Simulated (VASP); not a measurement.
## ScAl2Sb2As: single point with PBE

ScAl2Sb2As:

```xyz
6
Lattice="5.4520 0.0000 0.0000 0.0000 5.4520 0.0000 0.0000 0.0000 5.6420" Properties=species:S:1:pos:R:3 pbc="T T T"
Sc    0.0000    0.0000    2.8210
Al    0.0000    2.7260    2.8210
Al    2.7260    0.0000    2.8210
Sb    2.7260    2.7260    4.2486
Sb    2.7260    2.7260    1.3934
As    0.0000    0.0000    0.0000
```

The cell was generated, and may not be a known phase.

```
Program             : VASP 6.6.1
Task                : single point
Functional          : PBE
Potentials or basis : VASP PAW PBE potentials, release 64 (Sc_sv, Al, Sb, As)
Cutoff              : 520 eV
k mesh              : 8 × 8 × 8
Occupations         : gaussian, width 0.1 eV
Spin                : no spin polarisation
```

The pressure is 0.0 GPa and the largest force is 0.007 eV/Å. The band gap on the k mesh is zero (bands 16 and 17 overlap by 1.25 eV).

Forces on the atoms (eV/Å):
```
Sc   0.000  0.000  0.000
Al   0.000  0.000  0.000
Al   0.000  0.000  0.000
Sb   0.000  0.000 -0.007
Sb   0.000  0.000  0.007
As   0.000  0.000  0.000
```

Levels at points of the mesh, in eV from the Fermi level:
| k point | band 14 | band 15 | band 16 | band 17 | band 18 | band 19 |
| --- | --- | --- | --- | --- | --- | --- |
| (0.00, 0.00, 0.00) | -0.28 | -0.28 | -0.03 | -0.03 | 0.85 | 1.82 |
| (0.50, 0.00, 0.00) | -0.68 | -0.01 | 0.05 | 0.36 | 0.44 | 0.74 |
| (0.50, 0.50, 0.00) | -1.33 | -0.56 | -0.56 | 0.04 | 1.05 | 1.05 |
| (0.00, 0.00, 0.50) | -1.66 | -0.23 | 0.34 | 0.34 | 0.91 | 0.93 |
| (0.50, 0.00, 0.50) | -1.31 | -1.10 | -0.44 | 0.16 | 0.26 | 0.65 |
| (0.50, 0.50, 0.50) | 0.06 | 0.30 | 0.49 | 0.82 | 0.82 | 1.55 |

It took 2.3 min on 1 thread of AMD EPYC 9R45 96-Core Processor (Zen 5) (shared host), peak memory 0.48 GiB.

Caveat: spin-orbit coupling is left out, which moves the levels of the heavy elements.
